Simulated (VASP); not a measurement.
Write the native input for VASP 6.6.1 that does the following.

| Item | Value |
| --- | --- |
| Task | single point |
| Functional | LDA |
| Potentials or basis | VASP PAW LDA potentials, release 64 (W_sv, S) |
| Cutoff | 520 eV |
| k mesh | 12 × 12 × 4 |
| Occupations | gaussian, width 0.05 eV |
| Spin | no spin polarisation |
| Dipole correction | no |
| Further INCAR settings | ALGO = Normal; EDIFF = 1e-07; NBANDS = 35 |

The structure of WS2 lies in POSCAR:

```
WS2
1.0
    3.1812289120      0.0000000000      0.0000000000
   -1.5906144560      2.7550250530      0.0000000000
    0.0000000000      0.0000000000     12.3643864273
W S
2 4
Direct
    0.3333333333      0.6666666667      0.2500000000
    0.6666666667      0.3333333333      0.7500000000
    0.3333333333      0.6666666667      0.6214323947
    0.6666666667      0.3333333333      0.1214323947
    0.3333333333      0.6666666667      0.8785676053
    0.6666666667      0.3333333333      0.3785676053
```

These files were run (other wordings do the same):

INCAR

```
PREC = Accurate ; ENCUT = 520
EDIFF = 1E-7 ; ISMEAR = 0
SIGMA = 0.05 ; LREAL = F
LASPH = T ; NELM = 100
ALGO = Normal ; ISIF = 2
LWAVE = F ; LCHARG = F
GGA = CA ; NBANDS = 35
```

KPOINTS

```
regular mesh
0
Gamma
  12 12 4
```

Potentials or basis: VASP PAW LDA potentials, release 64 (W_sv, S).

Run with:

```bash
$ cat potpaw_LDA.64/W_sv/POTCAR potpaw_LDA.64/S/POTCAR > POTCAR
$ mpirun -np 1 vasp_std > vasp.out
```

Results of the run:

* Pressure: -8.0 GPa
* Largest force: 0.844 eV/Å
* Band gap on the k mesh: 0.90 eV (least direct gap 1.77 eV)

Caveat: the cell stands under tension; spin-orbit coupling is left out, which moves the levels of the heavy elements.

Run time: 100 s on 1 thread of Intel(R) Xeon(R) 6975P-C (Granite Rapids), with other jobs on the host, peak memory 0.3 GiB.
